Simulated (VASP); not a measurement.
Here is a VASP 6.6.1 calculation.

The input POSCAR:

```
CaO
1.0
   -0.1018737229      2.5846240100      2.5846240100
    2.5846240100     -0.1018737229      2.5846240100
    2.5846240100      2.5846240100     -0.1018737229
Ca O
1 1
Direct
   -0.0034862753     -0.0034862753     -0.0034862753
    0.2534862753      0.2534862753      0.2534862753
```

File INCAR.step1:

```
PREC = Accurate
ENCUT = 520
ISMEAR = 0
SIGMA = 0.01
LREAL = False
LASPH = True
NELM = 60
NBANDS = 15
GGA = PE
ALGO = Normal
EDIFF = 1E-4
LWAVE = True
LCHARG = False
```

INCAR.step2

```
PREC = Accurate
ENCUT = 520
EDIFF = 1E-6
ISMEAR = 0
SIGMA = 0.01
LREAL = False
LASPH = True
NELM = 60
ALGO = Normal
ISIF = 2
LWAVE = False
LCHARG = False
METAGGA = R2SCAN
LMIXTAU = True
NBANDS = 15
ISTART = 1
```

File KPOINTS:

```
Automatic mesh
0
Gamma
  8 8 8
```

Potentials or basis: VASP PAW PBE potentials, release 64 (Ca_sv, O).

Command:

```bash
$ cat potpaw_PBE.64/Ca_sv/POTCAR potpaw_PBE.64/O/POTCAR > POTCAR
$ cp INCAR.step1 INCAR
$ mpirun -np 1 vasp_std > vasp.out
$ cp INCAR.step2 INCAR
$ mpirun -np 1 vasp_std > vasp.out
```

(1) Predict the band gap on the k mesh.

(2) Estimate the largest force.

Answers

(1) 3.58 eV (least direct gap 4.04 eV).

(2) 0.019 eV/Å.

Caveat: the cell differs from its parent crystal (epitaxial 111 strain +3.1%); the PAW data sets were made with another functional, which shifts forces and pressure a little.
